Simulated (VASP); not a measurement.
## Ca: electric field gradients with PBEsol

Ca:

```
Ca
1.0
     2.00085   -3.44642    0.00000
     2.00085    3.44642    0.00000
     0.00000    0.00000    6.50911
Ca
2
Direct
  0.83559 0.16441 0.25000
  0.16441 0.83559 0.75000
```

This cell differs from its parent crystal: x and y stretched by +1.5 %, z held.

* Program: VASP 6.6.1
* Task: electric field gradients
* Functional: PBEsol
* Potentials or basis: VASP PAW PBE potentials, release 64 (Ca_sv)
* Cutoff: 520 eV
* k mesh: 11 × 11 × 6
* Occupations: fermi-dirac, width 0.05 eV
* Spin: no spin polarisation
* Dipole correction: no
* Further INCAR settings: ALGO = Normal; EDIFF = 1e-08; NBANDS = 17

```yaml
Pressure: -1.5 GPa
Largest_force: 0.016 eV/Å
Band_gap_on_the_k_mesh: zero (bands 10 and 11 overlap by 0.44 eV)
Largest_electric_field_gradient_by_atom: Ca -3.6 V/Å²
```

Forces in eV/Å, atoms in the order of the input:
```
Ca   0.000  0.016  0.000
Ca   0.000 -0.016  0.000
```

Stress tensor (GPa, compression positive):
```
-1.67  0.00  0.00
 0.00 -1.45  0.00
 0.00  0.00 -1.27
```

Levels at points of the mesh, in eV from the Fermi level:
```csv
k point,band 8,band 9,band 10,band 11,band 12,band 13
"(0.00, 0.00, 0.00)",-23.03,-3.98,-1.03,-0.24,2.16,2.18
"(0.00, 0.00, 0.50)",-23.04,-3.00,-3.00,1.34,1.34,2.14
```

Electric field gradients, principal values (V/Å²):
```tsv
atom	least	middle	greatest (by size)
1 Ca	1.408	2.185	-3.593
2 Ca	1.408	2.185	-3.593
```

It took 3.2 min on 1 thread of Intel(R) Xeon(R) Platinum 8488C (Sapphire Rapids), on a shared host, peak memory 0.32 GiB.

Caveat: the cell differs from its parent crystal (x and y stretched by +1.5 %, z held); without QUAD_EFG the Cq values of the log hold for a quadrupole moment of 1 mb, not for the nuclei; the PAW data sets were made with another functional, which shifts forces and pressure a little.
